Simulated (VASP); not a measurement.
# TiRh (P4/mmm) in VASP: notebook

TiRh is run at these levels: LDA; tasks: single point.

All numbers are computed with VASP 6.6.1; they aren't measurements. Logs are shortened: lines on timing, memory, paths and dates and some standing lists are left out, and cuts for length are marked.

**1. The cell of the first run**

The structure is tetragonal, space group P4/mmm (No. 123). The conventional cell has a = 2.988 Å, b = 2.988 Å, c = 3.350 Å, α = 90.00°, β = 90.00°, γ = 90.00°. Within 3.6 Å of Ti (site symmetry 4/mmm) lie 8 Rh at 2.70 Å and 6 Ti at 2.99 to 3.35 Å. Within 3.6 Å of Rh (site symmetry 4/mmm) lie 8 Ti at 2.70 Å and 6 Rh at 2.99 to 3.35 Å.

**2. Single point, LDA**

File INCAR:

```
SYSTEM = TiRh
PREC = Accurate
ENCUT = 520
EDIFF = 1E-6
ISMEAR = 0
SIGMA = 0.1
LREAL = .False.
LASPH = .True.
NELM = 60
ALGO = Fast
ISIF = 2
LWAVE = .False.
LCHARG = .True.
GGA = CA
LELF = .True.
LVHAR = .True.
NBANDS = 20
```

File KPOINTS:

```
regular mesh
0
Gamma
  6 6 6
  0 0 0
```

File POSCAR:

```
TiRh
1.0
    2.9880000000      0.0000000000      0.0000000000
    0.0000000000      2.9880000000      0.0000000000
    0.0000000000      0.0000000000      3.3500000000
Ti Rh
1 1
Direct
    0.5000000000      0.5000000000      0.5000000000
    0.0000000000      0.0000000000      0.0000000000
```

Potentials or basis: VASP PAW LDA potentials, release 64 (Ti_sv, Rh_pv).

Run with:

```console
> cat potpaw_LDA.64/Ti_sv/POTCAR potpaw_LDA.64/Rh_pv/POTCAR > POTCAR
> mpirun -np 1 vasp_std > vasp.out
```

OUTCAR:

```text
SYSTEM = TiRh
   PREC = Accurate
   ENCUT = 520
   EDIFF = 1E-6
   ISMEAR = 0
   LREAL = .False.
   LASPH = .True.
   NELM = 60
   ISIF = 2
   GGA = CA

 ion  position               nearest neighbor table
   1  0.500  0.500  0.500-   2 2.70   2 2.70   2 2.70   2 2.70   2 2.70   2 2.70   2 2.70   2 2.70

   2  0.000  0.000  0.000-   1 2.70   1 2.70   1 2.70   1 2.70   1 2.70   1 2.70   1 2.70   1 2.70

  LATTYP: Found a simple tetragonal cell.
 ALAT       =     2.9880000000
 C/A-ratio  =     1.1211512718

  Lattice vectors:

 A1 = (   2.9880000000,   0.0000000000,   0.0000000000)
 A2 = (   0.0000000000,   2.9880000000,   0.0000000000)
 A3 = (   0.0000000000,   0.0000000000,   3.3500000000)

Analysis of symmetry for initial positions (statically):
=====================================================================
 Subroutine PRICEL returns:
 Original cell was already a primitive cell.

 Routine SETGRP: Setting up the symmetry group for a
 simple tetragonal supercell.

 Subroutine GETGRP returns: Found 16 space group operations
 (whereof 16 operations were pure point group operations)
 out of a pool of 16 trial point group operations.

The static configuration has the point symmetry D_4h.

Analysis of symmetry for dynamics (positions and initial velocities):
=====================================================================
 Subroutine PRICEL returns:
 Original cell was already a primitive cell.

 Routine SETGRP: Setting up the symmetry group for a
 simple tetragonal supercell.

 Subroutine GETGRP returns: Found 16 space group operations
 (whereof 16 operations were pure point group operations)
 out of a pool of 16 trial point group operations.

The dynamic configuration has the point symmetry D_4h.

 Subroutine INISYM returns: Found 16 space group operations
 (whereof 16 operations are pure point group operations),
 and found     1 'primitive' translations

----------------------------------------------------------------------------------------

                                     Primitive cell

  volume of cell :      29.9093

  direct lattice vectors                    reciprocal lattice vectors
     2.988000000  0.000000000  0.000000000     0.334672021  0.000000000  0.000000000
     0.000000000  2.988000000  0.000000000     0.000000000  0.334672021  0.000000000
     0.000000000  0.000000000  3.350000000     0.000000000  0.000000000  0.298507463

  length of vectors
     2.988000000  2.988000000  3.350000000     0.334672021  0.334672021  0.298507463

  position of ions in fractional coordinates (direct lattice)
     0.500000000  0.500000000  0.500000000
     0.000000000  0.000000000  0.000000000

  ion indices of the primitive-cell ions
   primitive index   ion index
                 1           1
                 2           2

----------------------------------------------------------------------------------------

 KPOINTS: regular mesh

Automatic generation of k-mesh.
 Grid dimensions read from file:
 generate k-points for:    6    6    6

 Generating k-lattice:

  Cartesian coordinates                     Fractional coordinates (reciprocal lattice)
     0.055778670  0.000000000  0.000000000     0.166666667  0.000000000  0.000000000
     0.000000000  0.055778670  0.000000000     0.000000000  0.166666667  0.000000000
     0.000000000  0.000000000  0.049751244     0.000000000  0.000000000  0.166666667

  Length of vectors
     0.055778670  0.055778670  0.049751244

  Shift w.r.t. Gamma in fractional coordinates (k-lattice)
     0.000000000  0.000000000  0.000000000

 Subroutine IBZKPT returns following result:
 ===========================================

 Found     40 irreducible k-points:

 Following reciprocal coordinates:
            Coordinates               Weight
  0.000000  0.000000  0.000000      1.000000
  0.166667  0.000000  0.000000      4.000000
  0.333333  0.000000  0.000000      4.000000
  0.500000  0.000000  0.000000      2.000000
  0.166667  0.166667  0.000000      4.000000
  0.333333  0.166667  0.000000      8.000000
[... 16 lines left out ...]
  0.333333  0.000000  0.333333      8.000000
  0.500000  0.000000  0.333333      4.000000
 [... further k-points ...]
   k-points           NKPTS =     40   k-points in BZ     NKDIM =     40   number of bands    NBANDS=     20
   number of dos      NEDOS =    301   number of ions     NIONS =      2
   total plane-waves  NPLWV =  16128
   dimension x,y,z NGX =    24 NGY =   24 NGZ =   28
   dimension x,y,z NGXF=    48 NGYF=   48 NGZF=   56
   ions per type =               1   1
   NGX,Y,Z   is equivalent  to a cutoff of  13.35, 13.35, 13.90 a.u.
   NGXF,Y,Z  is equivalent  to a cutoff of  26.71, 26.71, 27.79 a.u.
 SYSTEM =  TiRh
   PREC   = accura    normal or accurate (medium, high low for compatibility)
   ISTART =      0    job   : 0-new  1-cont  2-samecut
   ICHARG =      2    charge: 1-file 2-atom 10-const
   ISPIN  =      1    spin polarized calculation?
   LNONCOLLINEAR =      F non collinear calculations
   LSORBIT =      F    spin-orbit coupling
   LASPH  =      T    aspherical Exc in radial PAW
   ENCUT  =  520.0 eV  38.22 Ry    6.18 a.u.   5.56  5.56  6.23*2*pi/ulx,y,z
   NELM   =     60;   NELMIN=  2; NELMDL= -5     # of ELM steps
   EDIFF  = 0.1E-05   stopping-criterion for ELM
   LREAL  =      F    real-space projection
[... 7 lines left out ...]
   TEBEG  =    0.0;   TEEND  =   0.0 temperature during run
   PSTRESS=    0.0 pullay stress
   NELECT =      27.0000    total number of electrons
   NUPDOWN=      -1.0000    fix difference up-down
   EMIN   =  10.00;   EMAX   =-10.00  energy-range for DOS
   EFERMI =   0.00;   METHOD = LEGACY
   ISMEAR =     0;   SIGMA  =   0.10  broadening in eV -4-tet -1-fermi 0-gaus
   EFERMI_NEDOS =   21; number of points for ismear=-14 and -15
   IALGO  =     68    algorithm
   IMIX   =      4    mixing-type and parameters
     AMIX     =   0.40;   BMIX     =  1.00
     AMIX_MAG =   1.60;   BMIX_MAG =  1.00
  volume/ion in A,a.u.               =      14.95       100.92
  Fermi-wavevector in a.u.,A,eV,Ry     =   1.582198  2.989920 34.060139  2.503350
  Thomas-Fermi vector in A             =   2.682157
   LORBIT       =      0    0 simple, 1 ext, 2 COOP (PROOUT), +10 PAW based schemes
   GGA     = CA    functional components
   LHFCALC =     F    Hartree Fock is set to
   AEXX    =    0.0000 exact exchange contribution
   IVDW    =     0    specifies the selected vdW correction
   LEPSILON=     F    determine dielectric tensor
   LRPA    =     F    only Hartree local field effects (RPA)
 non-spin polarized calculation
 RMM-DIIS sequential band-by-band and
 Gauss-broadening in eV      SIGMA  =   0.10
  energy-cutoff  :      520.00
  volume of cell :       29.91
 maximum number of plane-waves:       824
 NGX is ok and might be reduce to    24
   NGX = 11   NGY = 11   NGZ = 13

 number of electron      26.9999994 magnetization

 Free energy of the ion-electron system (eV)
  ---------------------------------------------------
  ext. energy  EPLUGINS =         0.00000000
  ---------------------------------------------------
  free energy    TOTEN  =       -18.64794822 eV

  energy without entropy =      -18.63022803  energy(sigma->0) =      -18.63908813

 E-fermi :  10.5094     XC(G=0): -13.1754

 val. band max:       10.4819317863   @ k =   0.5000   0.0000   0.3333
 cond. band min:      10.5148979265   @ k =   0.5000   0.1667   0.0000
 fundamental gap:      0.0329661402
 Fermi energy:        10.5094450117

 k-point     1 :       0.0000    0.0000    0.0000
  band No.  band energies     occupation
      1     -46.2791      2.00000
      2     -36.0693      2.00000
      3     -36.0217      2.00000
      4     -36.0217      2.00000
      5     -22.8477      2.00000
      6     -22.7454      2.00000
[... 12 lines left out ...]
     19      16.9850      0.00000
     20      20.3450      0.00000

 k-point     2 :       0.1667    0.0000    0.0000
  band No.  band energies     occupation
      1     -46.2720      2.00000
      2     -36.0652      2.00000
      3     -36.0538      2.00000
      4     -36.0184      2.00000
      5     -22.8448      2.00000
      6     -22.8224      2.00000
[... 12 lines left out ...]
     19      18.3117      0.00000
     20      18.7117      0.00000

 k-point     3 :       0.3333    0.0000    0.0000
  band No.  band energies     occupation
      1     -46.2577      2.00000
      2     -36.1175      2.00000
      3     -36.0571      2.00000
      4     -36.0117      2.00000
      5     -22.9740      2.00000
      6     -22.8392      2.00000
[... 12 lines left out ...]
     19      15.3056      0.00000
     20      21.9214      0.00000

 k-point     4 :       0.5000    0.0000    0.0000
  band No.  band energies     occupation
      1     -46.2506      2.00000
      2     -36.1491      2.00000
      3     -36.0530      2.00000
      4     -36.0084      2.00000
      5     -23.0487      2.00000
      6     -22.8364      2.00000
[... 12 lines left out ...]
     19      14.1333      0.00000
     20      25.5883      0.00000

 k-point     5 :       0.1667    0.1667    0.0000
  band No.  band energies     occupation
      1     -46.2646      2.00000
      2     -36.0614      2.00000
      3     -36.0529      2.00000
      4     -36.0493      2.00000
      5     -22.8406      2.00000
      6     -22.8231      2.00000
[... 12 lines left out ...]
     19      18.9015      0.00000
     20      19.7379      0.00000
[... 353 lines left out ...]
      6     -22.7477      2.00000
[... 12 lines left out ...]
     19      13.3288      0.00000
     20      23.9773      0.00000

 k-point    22 :       0.1667    0.0000    0.3333
  band No.  band energies     occupation
      1     -46.2680      2.00000
      2     -36.0879      2.00000
      3     -36.0527      2.00000
      4     -36.0153      2.00000
      5     -22.9247      2.00000
      6     -22.8168      2.00000
[... 12 lines left out ...]
     19      14.1757      0.00000
     20      21.3361      0.00000

 k-point    23 :       0.3333    0.0000    0.3333
  band No.  band energies     occupation
      1     -46.2514      2.00000
      2     -36.1218      2.00000
      3     -36.0857      2.00000
      4     -36.0092      2.00000
      5     -22.9556      2.00000
      6     -22.8996      2.00000
[... 12 lines left out ...]
     19      14.6578      0.00000
     20      18.9406      0.00000

 k-point    24 :       0.5000    0.0000    0.3333
  band No.  band energies     occupation
      1     -46.2430      2.00000
      2     -36.1557      2.00000
      3     -36.0850      2.00000
      4     -36.0061      2.00000
      5     -23.0222      2.00000
      6     -22.8889      2.00000
[... 12 lines left out ...]
     19      13.6072      0.00000
     20      19.3930      0.00000

 [... further k-points ...]

------------------------ aborting loop because EDIFF is reached ----------------------------------------

  FORCE on cell =-STRESS in cart. coord.  units (eV):
  Direction    XX          YY          ZZ          XY          YZ          ZX
  --------------------------------------------------------------------------------------
  -------------------------------------------------------------------------------------
  Total       -2.1734827     -2.1734827     -2.0380004      0.0000000      0.0000000      0.0000000
  in kB     -116.4288929   -116.4288929   -109.1713932      0.0000000      0.0000000      0.0000000
  external PRESSURE =    -114.0097264 kB  Pullay stress =       0.0000000 kB

 VOLUME and BASIS-vectors are now :
 -----------------------------------------------------------------------------
  energy-cutoff  :      520.00
  volume of cell :       29.91
      direct lattice vectors                 reciprocal lattice vectors
     2.988000000  0.000000000  0.000000000     0.334672021  0.000000000  0.000000000
     0.000000000  2.988000000  0.000000000     0.000000000  0.334672021  0.000000000
     0.000000000  0.000000000  3.350000000     0.000000000  0.000000000  0.298507463

 POSITION                                       TOTAL-FORCE (eV/Angst)
 -----------------------------------------------------------------------------------
      1.49400      1.49400      1.67500         0.000000      0.000000      0.000000
      0.00000      0.00000      0.00000         0.000000      0.000000      0.000000
 -----------------------------------------------------------------------------------
    total drift:                                0.000000      0.000000     -0.000000

  FREE ENERGIE OF THE ION-ELECTRON SYSTEM (eV)
  ---------------------------------------------------
  free  energy   TOTEN  =       -18.6479482228 eV

  energy  without entropy=      -18.6302280278  energy(sigma->0) =      -18.63908813
```

It took 15 s on 1 thread of Intel Xeon 6975P-C (Granite Rapids), shared host; peak memory 0.14 GiB.

Results:

* Free energy: -18.6479 eV
* Pressure: -11.4 GPa
* Band gap on the k mesh: zero (an odd number of electrons rules out a gap without spin polarisation)

Stress tensor (GPa, compression positive):
```
-11.64   0.00   0.00
  0.00 -11.64   0.00
  0.00   0.00 -10.92
```

Levels at points of the mesh, in eV from the Fermi level:
```tsv
k point	band 10	band 11	band 12	band 13	band 14	band 15	band 16	band 17
(0.00, 0.00, 0.00)	-5.09	-2.47	-2.47	-1.78	0.28	1.17	2.48	2.60
(0.50, 0.00, 0.00)	-3.23	-3.05	-2.44	-1.70	-0.97	-0.23	0.55	1.14
(0.50, 0.50, 0.00)	-4.16	-4.16	-0.46	0.62	1.42	1.42	1.94	2.74
(0.00, 0.00, 0.50)	-3.84	-2.28	-2.28	-1.37	-1.28	-0.49	0.73	0.73
(0.50, 0.00, 0.50)	-3.29	-3.17	-1.36	0.06	0.58	0.62	0.73	2.46
(0.50, 0.50, 0.50)	-3.85	-2.06	-1.58	-1.58	-1.05	-0.44	2.18	2.77
```

Caveat: the cell stands under tension.

**3. Single point, LDA (13.80 Å³/atom)**

This run uses another cell than the first one, of 13.80 Å³/atom.

File INCAR:

```
  PREC = Accurate
  ENCUT = 520
  EDIFF = 1E-6
  ISMEAR = -1
  SIGMA = 0.15
  LREAL = False
  LASPH = True
  NELM = 60
  ALGO = Fast
  ISIF = 2
  LWAVE = False
  LCHARG = False
  GGA = CA
  NBANDS = 20
```

File KPOINTS:

```
Automatic mesh
0
Gamma
  14 14 12
```

File POSCAR:

```
TiRh
1.0
    2.8808173726      0.0000000000      0.0000000000
    0.0000000000      2.8808173726      0.0000000000
    0.0000000000      0.0000000000      3.3263853894
Ti Rh
1 1
Direct
    0.5000000000      0.5000000000      0.5000000000
    0.0000000000      0.0000000000      0.0000000000
```

Potentials or basis: VASP PAW LDA potentials, release 64 (Ti_sv, Rh_pv).

Run with:

```console
> cat potpaw_LDA.64/Ti_sv/POTCAR potpaw_LDA.64/Rh_pv/POTCAR > POTCAR
> mpirun -np 1 vasp_std > vasp.out
```

Wall time 91 s (1 thread of Intel Xeon 6975P-C (Granite Rapids), shared host); peak memory 0.24 GiB.

Results (log left out):

| Quantity | Value |
| --- | --- |
| Free energy | -18.8181 eV |
| Pressure | 5.2 GPa |
| Band gap on the k mesh | zero (an odd number of electrons rules out a gap without spin polarisation) |

Levels at points of the mesh, in eV from the Fermi level:
| k point | band 9 | band 10 | band 11 | band 12 | band 13 | band 14 | band 15 | band 16 | band 17 | band 18 |
| --- | --- | --- | --- | --- | --- | --- | --- | --- | --- | --- |
| (0.00, 0.00, 0.00) | -5.71 | -5.53 | -2.59 | -2.59 | -1.65 | 0.27 | 1.47 | 2.91 | 3.07 | 3.07 |
| (0.50, 0.00, 0.00) | -4.05 | -3.33 | -3.21 | -2.49 | -1.71 | -1.02 | -0.31 | 0.77 | 1.70 | 1.81 |
| (0.50, 0.50, 0.00) | -5.34 | -4.61 | -4.61 | -0.19 | 1.02 | 1.92 | 1.92 | 2.48 | 3.30 | 3.30 |
| (0.00, 0.00, 0.50) | -4.58 | -3.97 | -2.27 | -2.27 | -1.42 | -1.24 | -0.57 | 1.02 | 1.02 | 2.25 |
| (0.50, 0.00, 0.50) | -5.44 | -3.41 | -3.24 | -1.56 | 0.37 | 0.75 | 0.76 | 0.85 | 2.96 | 2.99 |
| (0.50, 0.50, 0.50) | -4.03 | -4.03 | -2.26 | -1.58 | -1.58 | -1.07 | -0.17 | 2.46 | 3.33 | 9.40 |

Caveat: the cell stands under pressure.

**4. Single point, LDA**

This run uses another cell than the first one, of 14.08 Å³/atom.

File INCAR:

```
SYSTEM = TiRh
PREC = Accurate ; ENCUT = 520
EDIFF = 1E-6 ; ISMEAR = -1
SIGMA = 0.15 ; LREAL = .FALSE.
LASPH = .TRUE. ; NELM = 60
ALGO = Fast ; ISIF = 2
LWAVE = .FALSE. ; LCHARG = .FALSE.
GGA = CA ; NBANDS = 20
```

File KPOINTS:

```
Automatic mesh
0
G
  14 14 12
  0 0 0
```

File POSCAR:

```
TiRh
1.0
    2.9018926595      0.0000000000      0.0000000000
    0.0000000000      2.9018926595      0.0000000000
    0.0000000000      0.0000000000      3.3451473721
Ti Rh
1 1
Direct
    0.5000000000      0.5000000000      0.5000000000
    0.0000000000      0.0000000000      0.0000000000
```

Run with:

```console
> cat potpaw_LDA.64/Ti_sv/POTCAR potpaw_LDA.64/Rh_pv/POTCAR > POTCAR
> mpirun -np 1 vasp_std > vasp.out
```

It took 92 s on 1 thread of Intel Xeon 6975P-C (Granite Rapids), shared host; peak memory 0.24 GiB.

The run converged. Its results:

- Free energy: -18.8283 eV
- Pressure: 0.5 GPa
- Band gap on the k mesh: zero (an odd number of electrons rules out a gap without spin polarisation)

Levels at points of the mesh, in eV from the Fermi level:
| k point | band 10 | band 11 | band 12 | band 13 | band 14 | band 15 | band 16 | band 17 |
| --- | --- | --- | --- | --- | --- | --- | --- | --- |
| (0.00, 0.00, 0.00) | -5.38 | -2.53 | -2.53 | -1.62 | 0.27 | 1.43 | 2.83 | 2.98 |
| (0.50, 0.00, 0.00) | -3.25 | -3.18 | -2.43 | -1.67 | -0.97 | -0.29 | 0.75 | 1.61 |
| (0.50, 0.50, 0.00) | -4.48 | -4.48 | -0.21 | 0.97 | 1.85 | 1.85 | 2.40 | 3.21 |
| (0.00, 0.00, 0.50) | -3.93 | -2.22 | -2.22 | -1.36 | -1.23 | -0.57 | 0.99 | 0.99 |
| (0.50, 0.00, 0.50) | -3.33 | -3.17 | -1.51 | 0.34 | 0.73 | 0.74 | 0.81 | 2.89 |
| (0.50, 0.50, 0.50) | -3.95 | -2.19 | -1.54 | -1.54 | -1.05 | -0.19 | 2.40 | 3.23 |

**5. Overview**

```tsv
cell	k mesh	smearing	gap on the mesh (eV)	pressure (GPa)
a = 2.988, b = 2.988, c = 3.350 Å, 2 atoms	6 × 6 × 6	gaussian 0.1 eV	none	-11.4
a = 2.881, b = 2.881, c = 3.326 Å, 2 atoms	14 × 14 × 12	fermi-dirac 0.15 eV	none	5.2
a = 2.902, b = 2.902, c = 3.345 Å, 2 atoms	14 × 14 × 12	fermi-dirac 0.15 eV	none	0.5
```

Alike in all rows: task single point; level LDA; potentials or basis VASP PAW LDA potentials, release 64 (Ti_sv, Rh_pv); no spin polarisation; cutoff (eV) 520.

Caveats: the cell stands under tension (at least some runs); the cell stands under pressure (at least some runs).

Absolute energies hang on the potentials; compare differences alone.
